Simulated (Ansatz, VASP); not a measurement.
**N: VASP beside Ansatz**

```
N
1.0
     5.70549    0.00000    0.00000
     0.00000    5.70549    0.00000
     0.00000    0.00000    5.64900
N
4
Direct
  0.03000 0.03000 0.03000
  0.47000 0.97000 0.53000
  0.53000 0.47000 0.97000
  0.97000 0.53000 0.47000
```

Change from the starting cell: equal xx and yy strain of +1 %, crystal datasets.

Alike in both runs: task electric field gradients; functional PBEsol; k mesh 4 × 4 × 4; occupations fermi-dirac, width 0.02 eV; no spin polarisation.

|  | VASP | Ansatz |
| --- | --- | --- |
| version | VASP 6.6.1 | Ansatz 0.2.0 |
| potentials or method | VASP PAW PBE potentials, release 64 (N), cutoff 520 eV | all-electron PAW with datasets made for the crystal, scalar-relativistic |

VASP gave:

```
pressure (GPa)                                                : -3.9
traceless stress, the component that is largest in VASP (GPa) : -0.05
rms of the force components (eV/Å)                            : 0.219
size of Vzz on the site where it differs most (V/Å²)          : 5.9
```

**Question.** Which values does Ansatz return?

**Answer.** Pressure (GPa): -3.9; traceless stress, the component that is largest in VASP (GPa): -0.05; rms of the force components (eV/Å): 0.219; size of Vzz on the site where it differs most (V/Å²): 5.8.

VASP's potentials were made for PBE, not for PBEsol. Atom by atom the forces differ by 0.000 eV/Å (rms over components). Ansatz ran all-electron here, and VASP with PAW potentials.
